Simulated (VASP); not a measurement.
# MgH12Cl2O6 in VASP: a series of runs

Runs on MgH12Cl2O6. Level: PBE+D3(BJ). Tasks: single point.

Everything below comes from runs of VASP 6.6.1. Logs are shortened: lines on timing, memory, paths and dates and some standing lists are left out, and cuts for length are marked.

### Step 1. The cell of the first run

The cell holds a disordered packing, 21 atoms: a = 6.379 Å, b = 6.735 Å, c = 6.466 Å, α = 90.00°, β = 90.00°, γ = 90.00°.

### Step 2. Single point, PBE+D3(BJ)

INCAR

```
  PREC = Accurate
  ENCUT = 520
  EDIFF = 1E-6
  ISMEAR = -1
  SIGMA = 0.02
  LREAL = F
  LASPH = T
  NELM = 120
  ALGO = Normal
  ISIF = 2
  LWAVE = F
  LCHARG = F
  GGA = PE
  IVDW = 12
  NBANDS = 48
  GGA_COMPAT = F
```

KPOINTS

```
Automatic mesh
0
Gamma
  1 1 1
```

POSCAR

```
MgH12Cl2O6
1.0
    6.3793000000      0.0000000000      0.0000000000
    0.0000000000      6.7349680000      0.0000000000
    0.0000000000      0.0000000000      6.4664230000
O H Mg Cl
6 12 1 2
Direct
    0.0679541642     -0.1008468043      0.7285016770
    0.7550358190      0.8461658615      0.5235042619
    0.2725847664      0.6477833302      0.0886270508
    0.5621619927      0.3145226525      0.8377274422
    0.7186995438      0.9810440079      0.9823205194
    0.1117991002      0.0607872227      0.2223485844
    0.1504710548      0.0173868681      0.7246046230
   -0.0716849811     -0.0515518411      0.6978510376
    0.6592572853      0.9153569846      0.4261088395
    0.8120953710      0.7398995808      0.4314440920
    0.3985703761      0.6697433455      0.1672640345
    0.2456539119      0.5008190091      0.0837248043
    0.6380794131      0.4246790779      0.8973276261
    0.5027354098      0.3416200344      0.7027842132
    0.6779113696      1.1027372365      0.9046577992
    0.5944382613      0.9025284159      1.0034450267
    0.2482404026      0.1294586700      0.2996865500
    0.0107848824      0.1227177323      0.3017587931
    1.0020378411      0.8239831281      1.0477817489
    0.8323640525      0.5231056777      0.1935072914
    0.3743670936      0.2842775200      0.4400887477
```

Potentials or basis: VASP PAW PBE potentials, release 64 (O, H, Mg, Cl).

Started as:

```console
cat potpaw_PBE.64/O/POTCAR potpaw_PBE.64/H/POTCAR potpaw_PBE.64/Mg/POTCAR potpaw_PBE.64/Cl/POTCAR > POTCAR
mpirun -np 1 vasp_gam > vasp.out
```

OUTCAR:

```text
PREC = Accurate
   ENCUT = 520
   EDIFF = 1E-6
   ISMEAR = -1
   LREAL = F
   LASPH = T
   NELM = 120
   ISIF = 2
   GGA = PE
   IVDW = 12
 IVDW          = 12

 ion  position               nearest neighbor table
   1  0.068  0.899  0.729-   7 0.95   8 0.97  19 2.17
   2  0.755  0.846  0.524-   9 0.99  10 1.00
   3  0.273  0.648  0.089-  11 0.96  12 1.01  19 2.11
   4  0.562  0.315  0.838-  13 0.97  14 0.97
   5  0.719  0.981  0.982-  16 0.96  15 1.00  19 2.14
   6  0.112  0.061  0.222-  18 0.92  17 1.11  19 2.08
   7  0.150  0.017  0.725-   1 0.95
   8  0.928  0.948  0.698-   1 0.97
   9  0.659  0.915  0.426-   2 0.99
  10  0.812  0.740  0.431-   2 1.00
  11  0.399  0.670  0.167-   3 0.96
  12  0.246  0.501  0.084-   3 1.01
  13  0.638  0.425  0.897-   4 0.97
  14  0.503  0.342  0.703-   4 0.97
  15  0.678  0.103  0.905-   5 1.00
  16  0.594  0.903  0.003-   5 0.96
  17  0.248  0.129  0.300-   6 1.11  21 1.60
  18  0.011  0.123  0.302-   6 0.92
  19  0.002  0.824  0.048-   6 2.08   3 2.11   5 2.14   1 2.17  20 2.48
  20  0.832  0.523  0.194-  19 2.48
  21  0.374  0.284  0.440-  17 1.60

  LATTYP: Found a simple orthorhombic cell.
 ALAT       =     6.3793000000
 B/A-ratio  =     1.0136571411
 C/A-ratio  =     1.0557534526

  Lattice vectors:

 A1 = (  -6.3793000000,   0.0000000000,   0.0000000000)
 A2 = (   0.0000000000,   0.0000000000,   6.4664230000)
 A3 = (   0.0000000000,   6.7349680000,   0.0000000000)

Analysis of symmetry for initial positions (statically):
=====================================================================
 Subroutine PRICEL returns:
 Original cell was already a primitive cell.

 Routine SETGRP: Setting up the symmetry group for a
 simple orthorhombic supercell.

 Subroutine GETGRP returns: Found  1 space group operations
 (whereof  1 operations were pure point group operations)
 out of a pool of  8 trial point group operations.

The static configuration has the point symmetry C_1 .

Analysis of symmetry for dynamics (positions and initial velocities):
=====================================================================
 Subroutine PRICEL returns:
 Original cell was already a primitive cell.

 Routine SETGRP: Setting up the symmetry group for a
 simple orthorhombic supercell.

 Subroutine GETGRP returns: Found  1 space group operations
 (whereof  1 operations were pure point group operations)
 out of a pool of  8 trial point group operations.

The dynamic configuration has the point symmetry C_1 .

 Subroutine INISYM returns: Found  1 space group operations
 (whereof  1 operations are pure point group operations),
 and found     1 'primitive' translations

----------------------------------------------------------------------------------------

                                     Primitive cell

  volume of cell :     277.8259

  direct lattice vectors                    reciprocal lattice vectors
     6.379300000  0.000000000  0.000000000     0.156757011  0.000000000  0.000000000
     0.000000000  6.734968000  0.000000000     0.000000000  0.148478805  0.000000000
     0.000000000  0.000000000  6.466423000     0.000000000  0.000000000  0.154645002

  length of vectors
     6.379300000  6.734968000  6.466423000     0.156757011  0.148478805  0.154645002

  position of ions in fractional coordinates (direct lattice)
     0.067954164  0.899153196  0.728501677
     0.755035819  0.846165861  0.523504262
     0.272584766  0.647783330  0.088627051
     0.562161993  0.314522653  0.837727442
     0.718699544  0.981044008  0.982320519
     0.111799100  0.060787223  0.222348584
[... 13 lines left out ...]
     0.832364052  0.523105678  0.193507291
     0.374367094  0.284277520  0.440088748

  ion indices of the primitive-cell ions
   primitive index   ion index
                 1           1
                 2           2
                 3           3
                 4           4
                 5           5
                 6           6
[... 13 lines left out ...]
                20          20
                21          21

----------------------------------------------------------------------------------------

 KPOINTS: Automatic mesh

Automatic generation of k-mesh.
 Grid dimensions read from file:
 generate k-points for:    1    1    1

 Generating k-lattice:

  Cartesian coordinates                     Fractional coordinates (reciprocal lattice)
     0.156757011  0.000000000  0.000000000     1.000000000  0.000000000  0.000000000
     0.000000000  0.148478805  0.000000000     0.000000000  1.000000000  0.000000000
     0.000000000  0.000000000  0.154645002     0.000000000  0.000000000  1.000000000

  Length of vectors
     0.156757011  0.148478805  0.154645002

  Shift w.r.t. Gamma in fractional coordinates (k-lattice)
     0.000000000  0.000000000  0.000000000

 Subroutine IBZKPT returns following result:
 ===========================================

 Found      1 irreducible k-points:

 Following reciprocal coordinates:
            Coordinates               Weight
  0.000000  0.000000  0.000000      1.000000
   k-points           NKPTS =      1   k-points in BZ     NKDIM =      1   number of bands    NBANDS=     48
   number of dos      NEDOS =    301   number of ions     NIONS =     21
   total plane-waves  NPLWV = 115200
   dimension x,y,z NGX =    48 NGY =   50 NGZ =   48
   dimension x,y,z NGXF=    96 NGYF=  100 NGZF=   96
   ions per type =               6  12   1   2
   NGX,Y,Z   is equivalent  to a cutoff of  12.51, 12.34, 12.34 a.u.
   NGXF,Y,Z  is equivalent  to a cutoff of  25.02, 24.68, 24.68 a.u.
 SYSTEM =  unknown system
   PREC   = accura    normal or accurate (medium, high low for compatibility)
   ISTART =      0    job   : 0-new  1-cont  2-samecut
   ICHARG =      2    charge: 1-file 2-atom 10-const
   ISPIN  =      1    spin polarized calculation?
   LNONCOLLINEAR =      F non collinear calculations
   LSORBIT =      F    spin-orbit coupling
   LASPH  =      T    aspherical Exc in radial PAW
   ENCUT  =  520.0 eV  38.22 Ry    6.18 a.u.  11.86 12.52 12.02*2*pi/ulx,y,z
   NELM   =    120;   NELMIN=  2; NELMDL= -5     # of ELM steps
   EDIFF  = 0.1E-05   stopping-criterion for ELM
   LREAL  =      F    real-space projection
   EDIFFG = 0.1E-04   stopping-criterion for IOM
   NSW    =      0    number of steps for IOM
   IBRION =     -1    ionic relax: 0-MD 1-quasi-New 2-CG
   NFREE  =      0    steps in history (QN), initial steepest desc. (CG)
   ISIF   =      2    stress and relaxation
   ISYM   =      2    0-nonsym 1-usesym 2-fastsym
   POTIM  = 0.5000    time-step for ionic-motion
   TEBEG  =    0.0;   TEEND  =   0.0 temperature during run
   PSTRESS=    0.0 pullay stress
   NELECT =      64.0000    total number of electrons
   NUPDOWN=      -1.0000    fix difference up-down
   EMIN   =  10.00;   EMAX   =-10.00  energy-range for DOS
   EFERMI =   0.00;   METHOD = LEGACY
   ISMEAR =    -1;   SIGMA  =   0.02  broadening in eV -4-tet -1-fermi 0-gaus
   EFERMI_NEDOS =   21; number of points for ismear=-14 and -15
   IALGO  =     38    algorithm
   IMIX   =      4    mixing-type and parameters
     AMIX     =   0.40;   BMIX     =  1.00
     AMIX_MAG =   1.60;   BMIX_MAG =  1.00
  volume/ion in A,a.u.               =      13.23        89.28
  Fermi-wavevector in a.u.,A,eV,Ry     =   1.003561  1.896456 13.702909  1.007135
  Thomas-Fermi vector in A             =   2.136121
   LORBIT       =      0    0 simple, 1 ext, 2 COOP (PROOUT), +10 PAW based schemes
   GGA     = PE    functional components
   LHFCALC =     F    Hartree Fock is set to
   AEXX    =    0.0000 exact exchange contribution
   IVDW    =    12    specifies the selected vdW correction
   LEPSILON=     F    determine dielectric tensor
   LRPA    =     F    only Hartree local field effects (RPA)
 non-spin polarized calculation
  energy-cutoff  :      520.00
  volume of cell :      277.83
 maximum number of plane-waves:      3730
 NGX is ok and might be reduce to    48
   NGX = 23   NGY = 25   NGZ = 25

 number of electron      63.9999991 magnetization

 Free energy of the ion-electron system (eV)
  ---------------------------------------------------
  ext. energy  EPLUGINS =         0.00000000
  ---------------------------------------------------
  free energy    TOTEN  =       -97.27637424 eV

  energy without entropy =      -97.27637424  energy(sigma->0) =      -97.27637424

 E-fermi :  -1.9712     XC(G=0):  -6.7598

 val. band max:       -2.4926840683   @ k =   0.0000   0.0000   0.0000
 cond. band min:       1.3638156918   @ k =   0.0000   0.0000   0.0000
 fundamental gap:      3.8564997601
 Fermi energy:        -1.9711692328

 k-point     1 :       0.0000    0.0000    0.0000
  band No.  band energies     occupation
      1     -22.6576      2.00000
      2     -22.5226      2.00000
      3     -22.3484      2.00000
      4     -21.4434      2.00000
      5     -21.3818      2.00000
      6     -21.2795      2.00000
[... 36 lines left out ...]
     43       6.5575      0.00000
     44       7.0941      0.00000
 [bands above 44 left out]

------------------------ aborting loop because EDIFF is reached ----------------------------------------

 Edisp (eV)   -1.03161

 E8    (eV) :    -0.2716

  FORCE on cell =-STRESS in cart. coord.  units (eV):
  Direction    XX          YY          ZZ          XY          YZ          ZX
  --------------------------------------------------------------------------------------
  -------------------------------------------------------------------------------------
  Total       5.35884    -2.68097     2.21295     1.30711     1.85536     1.21670
  in kB      30.90358   -15.46075    12.76170     7.53787    10.69957     7.01654
  external pressure =        9.40 kB  Pullay stress =        0.00 kB

 VOLUME and BASIS-vectors are now :
 -----------------------------------------------------------------------------
  energy-cutoff  :      520.00
  volume of cell :      277.83
      direct lattice vectors                 reciprocal lattice vectors
     6.379300000  0.000000000  0.000000000     0.156757011  0.000000000  0.000000000
     0.000000000  6.734968000  0.000000000     0.000000000  0.148478805  0.000000000
     0.000000000  0.000000000  6.466423000     0.000000000  0.000000000  0.154645002

 POSITION                                       TOTAL-FORCE (eV/Angst)
 -----------------------------------------------------------------------------------
      0.43350      6.05577      4.71080         0.536183     -0.636643      1.726038
      4.81660      5.69890      3.38520        -1.124795      0.210617     -1.531407
      1.73890      4.36280      0.57310        -0.613080     -0.535330     -0.838225
      3.58620      2.11830      5.41710         0.421453     -0.939823      1.262967
      4.58480      6.60730      6.35210         0.818518     -0.795163      0.563240
      0.71320      0.40940      1.43780         2.001622     -1.901969     -1.870683
[... 13 lines left out ...]
      5.30990      3.52310      1.25130        -0.100628      0.556823     -0.360717
      2.38820      1.91460      2.84580         0.529553      0.536445      0.222810
 -----------------------------------------------------------------------------------
    total drift:                                0.000899     -0.002370      0.000882

  FREE ENERGIE OF THE ION-ELECTRON SYSTEM (eV)
  ---------------------------------------------------
  free  energy   TOTEN  =       -98.3079872251 eV

  energy  without entropy=      -98.3079872251  energy(sigma->0) =      -98.30798723
```

It took 45 s on 1 thread of Intel Xeon 8259CL, shared host; peak memory 0.32 GiB.

Results:

```
Free energy                : -98.3080 eV
Pressure                   : 0.9 GPa
Largest force              : 3.335 eV/Å
Dispersion energy per atom : -0.049 eV
```

Forces on the atoms (eV/Å):
```
O    0.536 -0.637  1.726
O   -1.125  0.211 -1.531
O   -0.613 -0.535 -0.838
O    0.421 -0.940  1.263
O    0.819 -0.795  0.563
O    2.002 -1.902 -1.871
H    1.133  0.881 -0.200
H   -0.833 -0.371 -0.919
H    0.275 -0.106  0.870
H   -0.115  0.016  0.502
H    0.230 -0.375  0.418
H    0.472  1.179  0.323
H    0.179  0.403  0.100
H   -0.097  0.264 -0.779
H   -0.490  0.697 -0.029
H   -0.408 -0.048 -0.216
H   -0.798 -0.649 -0.699
H   -2.376  1.305  1.331
Mg   0.360  0.310  0.125
Cl  -0.101  0.557 -0.361
Cl   0.530  0.536  0.223
```

Stress tensor (GPa, compression positive):
```
 3.09  0.75  0.70
 0.75 -1.55  1.07
 0.70  1.07  1.28
```

Caveat: the k points lie up to 0.98 Å⁻¹ apart, too coarse for converged energies, forces and pressures; the atoms stand as in a frame of molecular dynamics.

### Step 3. Single point, PBE+D3(BJ)

This run uses another cell than the first one, of 13.16 Å³/atom.

INCAR

```
ALGO = Normal
EDIFF = 1E-6
ENCUT = 520
GGA = PE
GGA_COMPAT = False
ISIF = 2
ISMEAR = -1
IVDW = 12
LASPH = True
LCHARG = False
LREAL = False
LWAVE = False
NBANDS = 48
NELM = 120
PREC = Accurate
SIGMA = 0.02
```

KPOINTS

```
k-points
0
Gamma
  1 1 1
```

POSCAR

```
MgH12Cl2O6
1.0
    6.3561040000      0.0000000000      0.0000000000
    0.0000000000      6.7658740000      0.0000000000
    0.0000000000      0.0000000000      6.4278100000
O H Mg Cl
6 12 1 2
Direct
    0.0733940162     -0.0471631603      0.8036485210
    0.7191354956      0.8475327799      0.5378503721
    0.2377242411      0.6331332803      0.0716729337
    0.5154258017      0.3733590073      0.8669360171
    0.6595707056      0.9767548139      0.9718706682
    0.0254086466      0.0947697223      0.2077223813
    0.1934203720      0.0459364156      0.7528536158
   -0.0169915407     -0.0906608666      0.6925531402
    0.6800077532      0.9860071293      0.4972611200
    0.7064547717      0.7777117930      0.4020965150
    0.2255469703      0.5176714790      0.1762964369
    0.3377698036      0.5466699498     -0.0364043119
    0.6208992175      0.4573392883      0.9425138578
    0.5047431571      0.3975835199      0.7080483088
    0.6061260168      1.0953795474      0.9002755215
    0.5610197693      0.8788664997      0.9535907253
    0.1532385247      0.1572745812      0.2915145283
   -0.0464120788      0.2116208490      0.1984968442
    0.9507553684      0.8357974151      1.0481485918
    0.8120225849      0.5284165800      0.1928650660
    0.3627379288      0.2724703416      0.4548516524
```

Potentials or basis: VASP PAW PBE potentials, release 64 (O, H, Mg, Cl).

Started as:

```console
cat potpaw_PBE.64/O/POTCAR potpaw_PBE.64/H/POTCAR potpaw_PBE.64/Mg/POTCAR potpaw_PBE.64/Cl/POTCAR > POTCAR
mpirun -np 1 vasp_gam > vasp.out
```

OUTCAR:

```text
EDIFF = 1E-6
   ENCUT = 520
   GGA = PE
   ISIF = 2
   ISMEAR = -1
   IVDW = 12
   LASPH = True
   LREAL = False
   NELM = 120
   PREC = Accurate
 IVDW          = 12

 ion  position               nearest neighbor table
   1  0.073  0.953  0.804-   8 0.96   7 1.04  19 1.92
   2  0.719  0.848  0.538-  10 1.00   9 1.00
   3  0.238  0.633  0.072-  11 1.03  12 1.11  19 2.29
   4  0.515  0.373  0.867-  13 1.00  14 1.04
[... 281 lines left out ...]
  -------------------------------------------------------------------------------------
  Total      -0.51997    -6.79996    -1.33723     1.37331     1.04277     0.48515
  in kB      -3.01377   -39.41295    -7.75068     7.95978     6.04394     2.81193
  external pressure =      -16.73 kB  Pullay stress =        0.00 kB

 VOLUME and BASIS-vectors are now :
 -----------------------------------------------------------------------------
  energy-cutoff  :      520.00
  volume of cell :      276.43
      direct lattice vectors                 reciprocal lattice vectors
     6.356104000  0.000000000  0.000000000     0.157329081  0.000000000  0.000000000
     0.000000000  6.765874000  0.000000000     0.000000000  0.147800565  0.000000000
     0.000000000  0.000000000  6.427810000     0.000000000  0.000000000  0.155573982

 POSITION                                       TOTAL-FORCE (eV/Angst)
 -----------------------------------------------------------------------------------
      0.46650      6.44677      5.16570         2.384851      1.427182     -0.516059
      4.57090      5.73430      3.45720        -0.135302      1.068252     -0.896100
      1.51100      4.28370      0.46070         1.679900     -2.778000     -0.819308
      3.27610      2.52610      5.57250        -0.209293      0.646142     -0.926659
      4.19230      6.60860      6.24700         2.121432      1.529946      0.624355
      0.16150      0.64120      1.33520         2.961678     -2.390654      1.195406
[... 13 lines left out ...]
      5.16130      3.57520      1.23970        -0.445103      0.614144     -0.013934
      2.30560      1.84350      2.92370        -0.088468     -0.216921     -0.058545
 -----------------------------------------------------------------------------------
    total drift:                                0.000846     -0.000313      0.001508

  FREE ENERGIE OF THE ION-ELECTRON SYSTEM (eV)
  ---------------------------------------------------
  free  energy   TOTEN  =       -98.2839875229 eV

  energy  without entropy=      -98.2839875229  energy(sigma->0) =      -98.28398752
```

stdout:

```text
POSCAR found type information on POSCAR O H MgCl
 POSCAR found :  4 types and      21 ions
 scaLAPACK will be used
 -----------------------------------------------------------------------------
|                                                                             |
|                                                                             |
|     You have a (more or less) 'large supercell' and for larger cells it     |
|     might be more efficient to use real-space projection operators.         |
|     Therefore, try LREAL= Auto in the INCAR file.                           |
|     Mind: For very accurate calculation, you might also keep the            |
|     reciprocal projection scheme (i.e. LREAL=.FALSE.).                      |
|                                                                             |
 -----------------------------------------------------------------------------

 LDA part: xc-table for (Slater+PW92), standard interpolation
 POSCAR, INCAR and KPOINTS ok, starting setup
 FFT: planning ... GRIDC
 FFT: planning ... GRID_SOFT
 FFT: planning ... GRID
 WAVECAR not read
 entering main loop
```

Run time: 52 s. Hardware: 1 thread of Intel Xeon 8259CL, shared host; peak memory 0.32 GiB.

Results:

* Free energy: -98.2840 eV
* Pressure: -1.7 GPa
* Largest force: 4.040 eV/Å
* Dispersion energy per atom: -0.050 eV

Forces on the atoms (eV/Å):
```
O    2.385  1.427 -0.516
O   -0.135  1.068 -0.896
O    1.680 -2.778 -0.819
O   -0.209  0.646 -0.927
O    2.121  1.530  0.624
O    2.962 -2.391  1.195
H   -2.026 -1.415  0.322
H   -0.397  0.111 -1.556
H    0.051 -0.866  0.428
H    0.138 -0.241  0.780
H   -0.020  1.768 -0.773
H   -1.623  1.449  1.359
H    0.008 -0.542 -0.502
H    0.211 -0.231  1.583
H    0.210  0.405  0.247
H   -2.435 -2.187 -0.345
H   -0.429 -1.251 -0.375
H   -2.634  2.979 -0.716
Mg   0.675  0.121  0.958
Cl  -0.445  0.614 -0.014
Cl  -0.088 -0.217 -0.059
```

Caveat: the k points lie up to 0.99 Å⁻¹ apart, too coarse for converged energies, forces and pressures; the atoms stand as in a frame of molecular dynamics.

(Part 1 of 2 ends here.)
